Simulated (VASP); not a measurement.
A run of VASP 6.6.1 is set up as follows.

Contents of INCAR:

```
PREC     = Accurate       # precision mode
ENCUT    = 520            # plane-wave cutoff, eV
EDIFF    = 1E-6           # SCF threshold, eV
ISMEAR   = 0              # smearing method
SIGMA    = 0.15           # smearing width, eV
LREAL    = F              # projectors in reciprocal space
LASPH    = T              # aspherical terms in the spheres
NELM     = 60             # most SCF steps
ALGO     = Normal         # electronic algorithm
ISIF     = 2              # what is computed and relaxed
LWAVE    = F              # write WAVECAR
LCHARG   = T              # write CHGCAR
GGA      = PE             # functional
LELF     = T              # ELF
LVHAR    = T            
NBANDS   = 44             # bands
```

The input KPOINTS:

```
regular mesh
0
Gamma
  11 11 3
```

File POSCAR:

```
Ge2Sb2Te5
1.0
   -4.2638280272      0.0000000000      0.0000000000
   -2.1319140136     -3.6925833890      0.0000000000
    0.0000000000      0.0000000000     18.3157398959
Ge Sb Te
2 2 5
Direct
    0.0000000000      0.0000000000      0.8207246997
    1.0000000000      1.0000000000      0.1656258381
    0.3333333333      0.3333333333      0.6039037069
    0.6666666667      0.6666666667      0.3824468309
    1.0000000000      1.0000000000      0.4931752689
    0.3333333333      0.3333333333      0.2870972594
    0.6666666667      0.6666666667      0.6992532783
    0.3333333333      0.3333333333      0.8979774881
    0.6666666667      0.6666666667      0.0883730497
```

Potentials or basis: VASP PAW PBE potentials, release 64 (Ge_d, Sb, Te).

Command:

```sh
$ cat potpaw_PBE.64/Ge_d/POTCAR potpaw_PBE.64/Sb/POTCAR potpaw_PBE.64/Te/POTCAR > POTCAR
$ mpirun -np 1 vasp_std > vasp.out
```

(1) What does it give for the pressure?

(2) Estimate the band gap on the k mesh.

(3) What does it give for the largest force?

Results:

(1) -0.1 GPa.

(2) 0.09 eV (least direct gap 0.13 eV).

(3) 0.021 eV/Å.

Caveat: the cell differs from its parent crystal (the distance across one plane changed); semilocal functionals underestimate gaps, and a narrow one can read as zero; spin-orbit coupling is left out, which moves the levels of the heavy elements; this functional lacks dispersion, which binds layers or chains, so the pressure and a relaxed spacing across them are unreliable.
